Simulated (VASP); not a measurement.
Write the native input for VASP 6.6.1 that does the following.

```
Task                   : single point
Functional             : PBE
Potentials or basis    : VASP PAW PBE potentials, release 64 (Gd, N)
Cutoff                 : 520 eV
k mesh                 : 10 × 10 × 10
Occupations            : gaussian, width 0.05 eV
Spin                   : collinear spin
Starting moments       : [7.62, -0.16] μB
Hubbard terms          : Gd f U = 6.0 eV
Dipole correction      : no
Further INCAR settings : ALGO = Normal; EDIFF = 1e-07; NBANDS = 22
```

The structure of GdN lies in POSCAR:

```
GdN
1.0
    0.0000000000      2.4672128565      2.4672128565
    2.4672128565      0.0000000000      2.4672128565
    2.4672128565      2.4672128565      0.0000000000
Gd N
1 1
Direct
    0.0000000000      0.0000000000      0.0000000000
    0.5000000000      0.5000000000      0.5000000000
```

These files were run (other wordings do the same):

INCAR

```
SYSTEM = GdN
ALGO = Normal
EDIFF = 1E-7
ENCUT = 520
GGA = PE
ISIF = 2
ISMEAR = 0
ISPIN = 2
LASPH = .TRUE.
LCHARG = .FALSE.
LDAU = .TRUE.
LDAUJ = 0 0
LDAUL = 3 -1
LDAUPRINT = 1
LDAUTYPE = 2
LDAUU = 6 0
LMAXMIX = 6
LORBIT = 11
LREAL = .FALSE.
LWAVE = .FALSE.
MAGMOM = 7.62 -0.16
NBANDS = 22
NELM = 150
PREC = Accurate
SIGMA = 0.05
```

KPOINTS

```
k-points
0
G
  10 10 10
  0 0 0
```

Potentials or basis: VASP PAW PBE potentials, release 64 (Gd, N).

Launch:

```console
$ cat potpaw_PBE.64/Gd/POTCAR potpaw_PBE.64/N/POTCAR > POTCAR
$ mpirun -np 1 vasp_std > vasp.out
```

It gave:

| Item | Value |
| --- | --- |
| Pressure | 7.0 GPa |
| Band gap on the k mesh | zero (filled and empty bands overlap) |
| Net moment | 7.00 μB per cell |
| Site moments | Gd +6.87; N -0.12 μB |
| Valence electrons inside the program's atomic spheres | Gd 15.25; N 3.66 |

Caveat: the cell stands under pressure; spin-orbit coupling is left out, which moves the levels of the heavy elements; a cell with one magnetic atom can't hold antiferromagnetic order, which such compounds often take.

Wall time 3.8 min on 1 thread of Intel Xeon 8259CL, with other jobs on the host, peak memory 0.22 GiB.
